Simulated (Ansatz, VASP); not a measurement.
# One calculation of Te, two programs

The input INCAR:

```
PREC = Accurate
ENCUT = 520
EDIFF = 1E-6
ISMEAR = -1
SIGMA = 0.05
LREAL = F
LASPH = T
NELM = 80
ALGO = Normal
ISIF = 2
LWAVE = F
LCHARG = F
GGA = PE
NBANDS = 16
```

File KPOINTS:

```
Automatic mesh
0
Gamma
  8 8 8
```

File POSCAR:

```
Te
1.0
    4.1917590000     -2.3474880000      0.0000000000
    4.1917590000      2.3474880000      0.0000000000
   -0.1291455000      0.0000000000      3.9573500000
Te
3
Direct
    0.6760000000      0.6760000000      0.6750000000
    0.3240000000      0.3240000000      0.3250000000
    0.0000000000      0.0000000000      0.0000000000
```

Input for Ansatz:

```yaml
crystal:
  lattice:
    - [4.191759, -2.347488, 0.0]
    - [4.191759, 2.347488, 0.0]
    - [-0.1291455, 0.0, 3.95735]
  atoms:
    - { symbol: Te, position: [0.676, 0.676, 0.675] }
    - { symbol: Te, position: [0.324, 0.324, 0.325] }
    - { symbol: Te, position: [0.0, 0.0, 0.0] }
kpoints:
  mp_grid: { grid: [8, 8, 8] }
  band_path:
    path:
      - [0.0, 0.0, 0.0]
      - [-0.328490381, 0.328490381, 0.0]
      - [-0.671509619, -0.328490381, 0.0]
      - [-0.5, -0.5, 0.0]
      - [0.0, 0.0, 0.0]
      - [-0.5, -0.5, 0.5]
      - [-0.6769302621, -0.3230697379, 0.5]
      - [-0.3230697379, 0.3230697379, 0.5]
      - [0.0, 0.0, 0.5]
    npoints: 5
scf:
  occupations: { method: fermi_dirac, width: 0.05 }
hamiltonian:
  xc: pbe
  pseudopotentials: { kind: all_electron, lapw: { basis_error: 0.001 } }
output:
  forces: true
  stress: true
  eigenvalues: true
```

Change from the starting cell: equal xx and yy strain of -1 %.

Alike in both runs: task single point; functional PBE; k mesh 8 × 8 × 8; occupations fermi-dirac, width 0.05 eV; no spin polarisation.

|  | VASP | Ansatz |
| --- | --- | --- |
| version | VASP 6.6.1 | Ansatz 0.2.0 |
| potentials or method | VASP PAW PBE potentials, release 64 (Te), cutoff 520 eV | all-electron LAPW, scalar-relativistic |

```csv
,VASP,Ansatz,Ansatz less VASP
pressure (GPa),11.6,11.7,+0.06
"traceless stress, the component that is largest in VASP (GPa)",0.94,0.94,+0.002
rms of the force components (eV/Å),0.269,0.267,-0.0022
```

Atom by atom the forces differ by 0.002 eV/Å (rms over components). Ansatz ran all-electron here, and VASP with PAW potentials.

Neither program's run includes spin-orbit coupling.
